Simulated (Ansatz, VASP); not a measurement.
# One calculation of SnSe, two programs

File INCAR:

```
SYSTEM = SnSe
PREC = Accurate
ENCUT = 600
EDIFF = 1E-6
ISMEAR = 0
SIGMA = 0.1
LREAL = .False.
LASPH = .True.
NELM = 60
ALGO = Normal
ISIF = 3
LWAVE = .False.
LCHARG = .False.
GGA = PE
IBRION = 2
NSW = 100
EDIFFG = -0.005
```

File KPOINTS:

```
Automatic mesh
0
Gamma
  12 12 12
  0 0 0
```

Contents of POSCAR:

```
SnSe
1.0
    3.6796257280      0.0000000000      0.0000000000
    0.0000000000      3.6796257280      0.0000000000
    0.0000000000      0.0000000000      3.6796257280
Sn Se
1 1
Direct
    0.5000000000      0.5000000000      0.5000000000
    0.0000000000      0.0000000000      0.0000000000
```

Input for Ansatz:

```yaml
crystal:
  lattice:
    - [3.679625728, 0.0, 0.0]
    - [0.0, 3.679625728, 0.0]
    - [0.0, 0.0, 3.679625728]
  atoms:
    - { symbol: Sn, position: [0.5, 0.5, 0.5] }
    - { symbol: Se, position: [0.0, 0.0, 0.0] }
basis:
  ecutwfc: 420
kpoints:
  mp_grid: { grid: [12, 12, 12] }
hamiltonian:
  xc: pbe
scf:
  occupations: { method: gaussian, width: 0.1 }
output:
  forces: true
  stress: true
  eigenvalues: true
  write_density: true
  write_potential: true
  elf: true
  volumetric_format: npy
relax:
  adjacent_minimum: "off"
  f_tol: 0.005
  max_steps: 80
  cell: { stress_tol: 0.05 }
```

Alike in both runs: task relaxation of cell and atoms; functional PBE; k mesh 12 × 12 × 12; occupations gaussian, width 0.1 eV; no spin polarisation.

```csv
,VASP,Ansatz
version,VASP 6.6.1,Ansatz 0.2.0
potentials or method,"VASP PAW PBE potentials, release 64 (Sn_d, Se), cutoff 600 eV","scalar-relativistic, plane waves, PAW"
valence electrons in the cell,20,30
```

|  | VASP | Ansatz | Ansatz less VASP |
| --- | --- | --- | --- |
| gap on the k mesh at the Fermi level, each at its own relaxed structure (eV) | none | none | - |
| relaxed volume (Å³/atom) | 24.91 | 24.91 | 0.000 |
| relaxed length of the cell vector where the two differ most in proportion (Å) | 3.680 | 3.680 | 0.0000 |

A gap of «none» marks a metal or a gap that the smearing closes. VASP's potentials hold 20 valence electrons a cell and Ansatz's 30, so a difference there can come from the potentials and not from the codes.

Noted on VASP's run: the relaxation stopped at its first step, so nothing moved.
